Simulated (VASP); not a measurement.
Write the native input for VASP 6.6.1 that does the following.

```yaml
Task: single point
Functional: r2SCAN
Potentials_or_basis: VASP PAW PBE potentials, release 64 (Al, As)
Cutoff: 550 eV
k_mesh: 6 × 6 × 6
Occupations: gaussian, width 0.01 eV
Spin: no spin polarisation
Dipole_correction: no
Further_INCAR_settings: ALGO = Normal; EDIFF = 1e-06; NBANDS = 11
```

The system is AlAs.

```
Al As
1.0
     0.00000    2.86703    2.86703
     2.86703    0.00000    2.86703
     2.86703    2.86703    0.00000
Al As
1 1
Direct
  0.00000 0.00000 0.00000
  0.25000 0.25000 0.25000
```

This cell differs from its parent crystal: volume changed by +3%.

One way to write it, as run:

POSCAR

```
AlAs
1.0
    0.0000000000      2.8670346307      2.8670346307
    2.8670346307      0.0000000000      2.8670346307
    2.8670346307      2.8670346307      0.0000000000
Al As
1 1
Direct
    0.0000000000      0.0000000000      0.0000000000
    0.2500000000      0.2500000000      0.2500000000
```

INCAR.step1

```
SYSTEM = AlAs
PREC     = Accurate       ! precision mode
ENCUT    = 550            ! plane-wave cutoff, eV
ISMEAR   = 0              ! smearing method
SIGMA    = 0.01           ! smearing width, eV
LREAL    = .False.        ! projectors in reciprocal space
LASPH    = .True.         ! aspherical terms in the spheres
NELM     = 120            ! most SCF steps
NBANDS   = 11             ! bands
GGA      = PE             ! functional
ALGO     = Normal         ! electronic algorithm
EDIFF    = 1E-5           ! SCF threshold, eV
LWAVE    = .True.         ! write WAVECAR
LCHARG   = .False.        ! write CHGCAR
GGA_COMPAT= .False.
```

INCAR.step2

```
SYSTEM = AlAs
PREC     = Accurate       ! precision mode
ENCUT    = 550            ! plane-wave cutoff, eV
EDIFF    = 1E-6           ! SCF threshold, eV
ISMEAR   = 0              ! smearing method
SIGMA    = 0.01           ! smearing width, eV
LREAL    = .False.        ! projectors in reciprocal space
LASPH    = .True.         ! aspherical terms in the spheres
NELM     = 120            ! most SCF steps
ALGO     = Normal         ! electronic algorithm
ISIF     = 2              ! what is computed and relaxed
LWAVE    = .False.        ! write WAVECAR
LCHARG   = .False.        ! write CHGCAR
METAGGA  = R2SCAN         ! meta-GGA
LMIXTAU  = .True.       
NBANDS   = 11             ! bands
ISTART   = 1            
GGA_COMPAT= .False.
```

KPOINTS

```
Automatic mesh
0
Gamma
  6 6 6
  0 0 0
```

Potentials or basis: VASP PAW PBE potentials, release 64 (Al, As).

The run is started by

```sh
$ cat potpaw_PBE.64/Al/POTCAR potpaw_PBE.64/As/POTCAR > POTCAR
$ cp INCAR.step1 INCAR
$ mpirun -np 1 vasp_std > vasp.out
$ cp INCAR.step2 INCAR
$ mpirun -np 1 vasp_std > vasp.out
```

Results of the run:

```
Pressure               : -2.1 GPa
Band gap on the k mesh : 1.85 eV, indirect (least direct gap 2.38 eV)
```

Caveat: the PAW data sets were made with another functional, which shifts forces and pressure a little.

Run time: 34 s on 1 thread of Intel(R) Xeon(R) Platinum 8488C (Sapphire Rapids), on a shared host, peak memory 0.18 GiB.
